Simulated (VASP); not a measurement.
Input of a VASP 6.6.1 run:

INCAR

```
SYSTEM = SbW
  PREC = Accurate
  ENCUT = 520
  EDIFF = 1E-6
  ISMEAR = -1
  SIGMA = 0.08
  LREAL = .False.
  LASPH = .True.
  NELM = 100
  ALGO = Normal
  ISIF = 2
  LWAVE = .False.
  LCHARG = .True.
  GGA = PE
  LELF = .True.
  LVHAR = .True.
  NBANDS = 16
```

Contents of KPOINTS:

```
regular mesh
0
Gamma
  12 12 12
  0 0 0
```

POSCAR

```
SbW
1.0
    3.0384822497      0.0000000000      0.0000000000
    0.0000000000      3.0384822497      0.0000000000
    0.0000000000      0.0000000000      3.0384822497
W Sb
1 1
Direct
    0.0000000000      0.0000000000      0.0000000000
    0.5000000000      0.5000000000      0.5000000000
```

Potentials or basis: VASP PAW PBE potentials, release 64 (W_sv, Sb).

Run with:

```console
$ cat potpaw_PBE.64/W_sv/POTCAR potpaw_PBE.64/Sb/POTCAR > POTCAR
$ mpirun -np 1 vasp_std > vasp.out
```

Problem. What does it give for the pressure?

Solution. 92.4 GPa.
